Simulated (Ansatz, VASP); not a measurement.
# SnSe: VASP beside Ansatz

Contents of INCAR:

```
SYSTEM = SnSe
PREC = Accurate
ENCUT = 520
EDIFF = 1E-6
ISMEAR = -1
SIGMA = 0.01
LREAL = .FALSE.
LASPH = .TRUE.
NELM = 80
ALGO = Normal
ISIF = 2
LWAVE = .FALSE.
LCHARG = .FALSE.
GGA = PS
NBANDS = 28
```

The input KPOINTS:

```
Automatic mesh
0
G
  2 2 2
  0 0 0
```

The input POSCAR:

```
SnSe
1.0
    4.2853274200      0.0000000000      0.0000000000
    0.0000000000      4.2853274200      0.0000000000
    0.0000000000      0.0000000000     10.9906921300
Sn Se
2 2
Direct
    0.5000000000      0.0000000000      0.3722291100
    0.0000000000      0.5000000000      0.6277708900
    0.5000000000      0.0000000000      0.6160394900
    0.0000000000      0.5000000000      0.3839605100
```

Input for Ansatz:

```yaml
crystal:
  lattice:
    - [4.28532742, 0.0, 0.0]
    - [0.0, 4.28532742, 0.0]
    - [0.0, 0.0, 10.99069213]
  atoms:
    - { symbol: Sn, position: [0.5, 0.0, 0.37222911] }
    - { symbol: Sn, position: [0.0, 0.5, 0.62777089] }
    - { symbol: Se, position: [0.5, 0.0, 0.61603949] }
    - { symbol: Se, position: [0.0, 0.5, 0.38396051] }
basis:
  ecutwfc: 476.19925930478996
kpoints:
  mp_grid:
    grid: [2, 2, 2]
hamiltonian:
  xc: pbesol
scf:
  n_extra_bands: 4
  occupations:
    method: fermi_dirac
    width: 0.01
output:
  eigenvalues: true
```

Alike in both runs: task single point; functional PBEsol; k mesh 2 × 2 × 2; occupations fermi-dirac, width 0.01 eV; no spin polarisation.

```csv
,VASP,Ansatz
version,VASP 6.6.1,Ansatz 0.2.0
potentials or method,"VASP PAW PBE potentials, release 64 (Sn_d, Se), cutoff 520 eV","plane waves, PAW"
valence electrons in the cell,40,60
```

|  | VASP | Ansatz | Ansatz less VASP |
| --- | --- | --- | --- |
| gap on the k mesh at the Fermi level (eV) | 1.71 | 1.71 | +0.006 |

VASP's potentials were made for PBE, not for PBEsol. With one functional, cell and mesh, what is left measures potentials, basis and numerics. VASP's potentials hold 40 valence electrons a cell and Ansatz's 60, so a difference there can come from the potentials and not from the codes.

The k mesh is coarse, so the values compare programs but aren't converged.
